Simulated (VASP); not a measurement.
Write the native input for VASP 6.6.1 that does the following.

* Task: single point
* Functional: PBE
* Potentials or basis: VASP PAW PBE potentials, release 64 (Co_sv, O)
* Cutoff: 600 eV
* k mesh: 10 × 10 × 10
* Occupations: fermi-dirac, width 0.05 eV
* Spin: collinear spin, ferromagnetic start
* Starting moments: [2.0, 0.0] μB
* Fixed moment: 2 μB
* Dipole correction: no
* Further INCAR settings: ALGO = Normal; EDIFF = 1e-06; NBANDS = 22

The structure of CoO lies in POSCAR:

```
CoO
1.0
   -1.5080004400      1.5080004400      2.1072503600
    1.5080004400     -1.5080004400      2.1072503600
    1.5080004400      1.5080004400     -2.1072503600
Co O
1 1
Direct
    0.0000000000      0.0000000000      0.0000000000
    0.5000000000      0.5000000000      0.0000000000
```

The input as run:

INCAR

```
  PREC = Accurate
  ENCUT = 600
  EDIFF = 1E-6
  ISMEAR = -1
  SIGMA = 0.05
  LREAL = F
  LASPH = T
  NELM = 200
  ALGO = Normal
  ISIF = 2
  LWAVE = F
  LCHARG = F
  ISPIN = 2
  MAGMOM = 2 0
  LORBIT = 11
  NUPDOWN = 2.0
  LMAXMIX = 4
  GGA = PE
  NBANDS = 22
  GGA_COMPAT = F
```

KPOINTS

```
regular mesh
0
Gamma
  10 10 10
```

Potentials or basis: VASP PAW PBE potentials, release 64 (Co_sv, O).

Launch:

```bash
$ cat potpaw_PBE.64/Co_sv/POTCAR potpaw_PBE.64/O/POTCAR > POTCAR
$ mpirun -np 1 vasp_std > vasp.out
```

It gave:

```
Pressure                                              : -9.9 GPa
Net moment                                            : 2.00 μB per cell
Site moments                                          : Co +1.85; O +0.07 μB
Valence electrons inside the program's atomic spheres : Co 14.93; O 4.95
```

Caveat: the cell stands under tension; the total moment is fixed, so each spin has its own Fermi level; a cell with one magnetic atom can't hold antiferromagnetic order, which such compounds often take.

Run time: 43 s on 1 thread of Intel(R) Xeon(R) 6975P-C (Granite Rapids) (shared host), peak memory 0.2 GiB.
